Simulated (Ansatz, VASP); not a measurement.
# One calculation of Li, two programs

File INCAR:

```
ALGO = Fast ; EDIFF = 1E-6
ENCUT = 520 ; GGA = PE
ISIF = 2 ; ISMEAR = 0
LASPH = T ; LCHARG = F
LREAL = F ; LWAVE = F
NBANDS = 14 ; NELM = 80
PREC = Accurate ; SIGMA = 0.1
```

The input KPOINTS:

```
k-points
0
Gamma
  15 15 4
```

File POSCAR:

```
Li
1.0
    3.0343856762      0.0000000000      0.0000000000
   -1.5171928381      2.6278550805      0.0000000000
    0.0000000000      0.0000000000     10.2162076700
Li
4
Direct
    0.0000000000      0.0000000000      0.0000000000
    0.2832821160      0.5919136893      0.2600575481
    0.0000000000      0.0000000000      0.5000000000
    0.6666666700      0.3333333300      0.7500000000
```

Input for Ansatz:

```yaml
crystal:
  lattice:
    - [3.0343856762, 0.0, 0.0]
    - [-1.5171928381, 2.6278550805, 0.0]
    - [0.0, 0.0, 10.21620767]
  atoms:
    - { symbol: Li, position: [0.0, 0.0, 0.0] }
    - { symbol: Li, position: [0.283282116, 0.5919136893, 0.2600575481] }
    - { symbol: Li, position: [0.0, 0.0, 0.5] }
    - { symbol: Li, position: [0.66666667, 0.33333333, 0.75] }
basis:
  ecutwfc: 420
kpoints:
  mp_grid: { grid: [15, 15, 4] }
hamiltonian:
  xc: pbe
scf:
  occupations: { method: gaussian, width: 0.1 }
output:
  forces: true
  stress: true
  eigenvalues: true
```

Change from the starting cell: one atom moved.

Alike in both runs: task single point; functional PBE; k mesh 15 × 15 × 4; occupations gaussian, width 0.1 eV; no spin polarisation.

|  | VASP | Ansatz |
| --- | --- | --- |
| version | VASP 6.6.1 | Ansatz 0.2.0 |
| potentials or method | VASP PAW PBE potentials, release 64 (Li_sv), cutoff 520 eV | scalar-relativistic, plane waves, PAW |
| valence electrons in the cell | 12 | 12 |

Ansatz gave:

| Item | Value |
| --- | --- |
| gap on the k mesh at the Fermi level (eV) | none |
| rms of the force components (eV/Å) | 0.047 |

Question: Which values does VASP return?

Answer: gap on the k mesh at the Fermi level (eV): none; rms of the force components (eV/Å): 0.048.

Atom by atom the forces differ by 0.000 eV/Å (rms over components). A gap of «none» marks a metal or a gap that the smearing closes.

Noted on VASP's run: the cutoff is short for stress, so the pressure is rough.
